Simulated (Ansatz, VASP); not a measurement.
## RbP2: VASP beside Ansatz

INCAR

```
SYSTEM = RbP2
PREC = Accurate ; ENCUT = 500
EDIFF = 1E-6 ; ISMEAR = 0
SIGMA = 0.1 ; LREAL = .False.
LASPH = .True. ; NELM = 120
ALGO = Normal ; ISIF = 2
LWAVE = .False. ; LCHARG = .False.
GGA = PE ; NBANDS = 16
GGA_COMPAT = .False.
```

KPOINTS

```
Automatic mesh
0
Gamma
  6 6 6
  0 0 0
```

The input POSCAR:

```
RbP2
1.0
    2.5726371800      1.4853127700      4.2733537800
   -2.5726371800      1.4853127700      4.2733537800
    0.0000000000     -2.9706255400      4.2733537800
Rb P
1 2
Direct
    0.0000000000      0.0000000000      0.0000000000
    0.3760162800      0.3760162800      0.3760162800
    0.6239837200      0.6239837200      0.6239837200
```

Input for Ansatz:

```yaml
crystal:
  lattice:
    - [2.57263718, 1.48531277, 4.27335378]
    - [-2.57263718, 1.48531277, 4.27335378]
    - [0.0, -2.97062554, 4.27335378]
  atoms:
    - { symbol: Rb, position: [0.0, 0.0, 0.0] }
    - { symbol: P, position: [0.37601628, 0.37601628, 0.37601628] }
    - { symbol: P, position: [0.62398372, 0.62398372, 0.62398372] }
basis:
  ecutwfc: 420
kpoints:
  mp_grid: { grid: [6, 6, 6] }
hamiltonian:
  xc: pbe
scf:
  occupations: { method: gaussian, width: 0.1 }
  lower_state_search: "off"
output:
  forces: true
  stress: true
  eigenvalues: true
```

Alike in both runs: task single point; functional PBE; k mesh 6 × 6 × 6; occupations gaussian, width 0.1 eV; no spin polarisation.

|  | VASP | Ansatz |
| --- | --- | --- |
| version | VASP 6.6.1 | Ansatz 0.2.0 |
| potentials or method | VASP PAW PBE potentials, release 64 (Rb_sv, P), cutoff 500 eV | scalar-relativistic, plane waves, PAW |
| valence electrons in the cell | 19 | 19 |

```tsv
	VASP	Ansatz	Ansatz less VASP
gap on the k mesh at the Fermi level (eV)	none	none	-
pressure (GPa)	0.4	0.3	-0.07
traceless stress, the component that is largest in VASP (GPa)	-7.33	-7.26	+0.065
rms of the force components (eV/Å)	0.178	0.176	-0.0024
```

Atom by atom the forces differ by 0.002 eV/Å (rms over components). A gap of «none» marks a metal or a gap that the smearing closes.
